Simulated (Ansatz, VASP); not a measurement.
**FeSi: VASP beside Ansatz**

```xyz
8
Lattice="4.4480 0.0000 0.0000 0.0000 4.4480 0.0000 0.0000 0.0000 4.4480" Properties=species:S:1:pos:R:3 pbc="T T T"
Fe    0.6049    0.6049    0.6049
Fe    1.6191    3.8431    2.8289
Fe    2.8289    1.6191    3.8431
Fe    3.8431    2.8289    1.6191
Si    3.7395    3.7395    3.7395
Si    2.9325    0.7085    1.5155
Si    1.5155    2.9325    0.7085
Si    0.7085    1.5155    2.9325
```

Alike in both runs: functional PBE; k mesh 8 × 8 × 8; occupations gaussian, width 0.01 eV; no spin polarisation.

Ansatz relaxed the structure, and its values are those at the end. VASP's run is a single point on that final structure, the one shown.

|  | VASP | Ansatz |
| --- | --- | --- |
| version | VASP 6.6.1 | Ansatz 0.2.0 |
| potentials or method | VASP PAW PBE potentials, release 64 (Fe, Si), cutoff 520 eV | scalar-relativistic, plane waves, PAW |
| valence electrons in the cell | 48 | 80 |

Ansatz gave:

| Quantity | Value |
| --- | --- |
| gap on the k mesh at the Fermi level (eV) | 0.17 |
| least direct gap on the mesh (eV) | 0.18 |
| pressure (GPa) | 0.0 |
| rms of the force components (eV/Å) | 0.000 |

Task: Estimate VASP's values.

Result: gap on the k mesh at the Fermi level (eV): 0.16; least direct gap on the mesh (eV): 0.17; pressure (GPa): 0.2; rms of the force components (eV/Å): 0.014.

VASP's potentials hold 48 valence electrons a cell and Ansatz's 80, so a difference there can come from the potentials and not from the codes.
